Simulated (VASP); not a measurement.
Write the native input for VASP 6.6.1 that does the following.

```yaml
Task: single point
Functional: PBEsol
Potentials_or_basis: VASP PAW PBE potentials, release 64 (Ta_pv, V_sv, N)
Cutoff: 520 eV
k_mesh: 9 × 9 × 6
Occupations: fermi-dirac, width 0.05 eV
Spin: collinear spin, ferromagnetic start
Starting_moments: "[0.0, 2.0, 0.0, 0.0] μB"
Dipole_correction: no
Further_INCAR_settings: ALGO = Normal; EDIFF = 1e-07; NBANDS = 29
```

The structure of TaVN2 lies in POSCAR:

```
TaVN2
1.0
    3.0700653833      0.0000000000      0.0000000000
    0.0000000000      3.0700653833      0.0000000000
    0.0000000000      0.0000000000      4.3245135709
Ta V N
1 1 2
Direct
    0.0000000000      0.0000000000      0.0000000000
    0.5000000000      0.5000000000      0.5000000000
    0.5000000000      0.5000000000      0.0000000000
    0.0000000000      0.0000000000      0.5000000000
```

One way to write it, as run:

INCAR

```
ALGO = Normal
EDIFF = 1E-7
ENCUT = 520
GGA = PS
ISIF = 2
ISMEAR = -1
ISPIN = 2
LASPH = T
LCHARG = F
LMAXMIX = 4
LORBIT = 11
LREAL = F
LWAVE = F
MAGMOM = 0 2 0 0
NBANDS = 29
NELM = 150
PREC = Accurate
SIGMA = 0.05
```

KPOINTS

```
k-points
0
Gamma
  9 9 6
```

Potentials or basis: VASP PAW PBE potentials, release 64 (Ta_pv, V_sv, N).

Command:

```sh
$ cat potpaw_PBE.64/Ta_pv/POTCAR potpaw_PBE.64/V_sv/POTCAR potpaw_PBE.64/N/POTCAR > POTCAR
$ mpirun -np 1 vasp_std > vasp.out
```

Results of the run:

```yaml
Pressure: -15.6 GPa
Net_moment: 1.04 μB per cell
Site_moments: Ta -0.05; V +0.98; N +0.01 μB
Valence_electrons_inside_the_program's_atomic_spheres: Ta 8.91; V 11.53; N 3.74, 3.70
```

Caveat: the PAW data sets were made with another functional, which shifts forces and pressure a little.

Run time: 2.6 min on 1 thread of Intel(R) Xeon(R) Platinum 8259CL CPU @ 2.50GHz (Skylake/Cascade Lake) (shared host), peak memory 0.24 GiB.
